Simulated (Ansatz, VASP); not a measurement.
## BN: VASP beside Ansatz

INCAR

```
ALGO = Normal
EDIFF = 1E-6
ENCUT = 520
GGA = PE
ISIF = 2
ISMEAR = 0
LASPH = True
LCHARG = False
LREAL = False
LWAVE = False
NBANDS = 16
NELM = 100
PREC = Accurate
SIGMA = 0.05
```

KPOINTS

```
k-points
0
Gamma
  10 10 6
```

POSCAR

```
BN
1.0
    0.0000000000     -1.8130010000     -1.8130010000
    0.0000000000      1.8130010000     -1.8130010000
    3.6260020000      0.0000000000      0.0000000000
B N
2 2
Direct
    0.5000000000      0.5000000000      0.5000000000
    0.0000000000      0.0000000000      0.0000000000
    0.0000000000      0.5000000000      0.2500000000
    0.5000000000      0.0000000000      0.7500000000
```

Input for Ansatz:

```yaml
crystal:
  lattice:
    - [0.0, -1.813001, -1.813001]
    - [0.0, 1.813001, -1.813001]
    - [3.626002, 0.0, 0.0]
  atoms:
    - { symbol: B, position: [0.5, 0.5, 0.5] }
    - { symbol: B, position: [0.0, 0.0, 0.0] }
    - { symbol: "N", position: [0.0, 0.5, 0.25] }
    - { symbol: "N", position: [0.5, 0.0, 0.75] }
basis:
  ecutwfc: 420
kpoints:
  mp_grid: { grid: [10, 10, 6] }
hamiltonian:
  xc: pbe
scf:
  occupations: { method: gaussian, width: 0.05 }
output:
  forces: true
  stress: true
  eigenvalues: true
```

Alike in both runs: task single point; functional PBE; k mesh 10 × 10 × 6; occupations gaussian, width 0.05 eV; no spin polarisation.

```csv
,VASP,Ansatz
version,VASP 6.6.1,Ansatz 0.2.0
potentials or method,"VASP PAW PBE potentials, release 64 (B, N), cutoff 520 eV","scalar-relativistic, plane waves, PAW"
valence electrons in the cell,16,16
```

```tsv
	VASP	Ansatz	Ansatz less VASP
gap on the k mesh at the Fermi level (eV)	4.45	4.46	+0.012
least direct gap on the mesh (eV)	4.45	4.46	+0.012
pressure (GPa)	-0.2	-0.4	-0.24
```
